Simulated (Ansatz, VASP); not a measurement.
**Two plane-wave programs on In**

```xyz
1
Lattice="-1.5753 1.5753 2.6362 1.5753 -1.5753 2.6362 1.5753 1.5753 -2.6362" Properties=species:S:1:pos:R:3 pbc="T T T"
In    0.0000    0.0000    0.0000
```

Alike in both runs: task single point; functional PBE; k mesh 22 × 22 × 22; occupations gaussian, width 0.15 eV; no spin polarisation.

|  | VASP | Ansatz |
| --- | --- | --- |
| version | VASP 6.6.1 | Ansatz 0.2.0 |
| potentials or method | VASP PAW PBE potentials, release 64 (In_d), cutoff 520 eV | scalar-relativistic, plane waves, PAW |
| valence electrons in the cell | 13 | 13 |

```tsv
	VASP	Ansatz	Ansatz less VASP
gap on the k mesh at the Fermi level (eV)	none	none	-
pressure (GPa)	2.0	2.1	+0.04
traceless stress, the component that is largest in VASP (GPa)	-1.01	-1.00	+0.011
```

A gap of «none» marks a metal or a gap that the smearing closes.
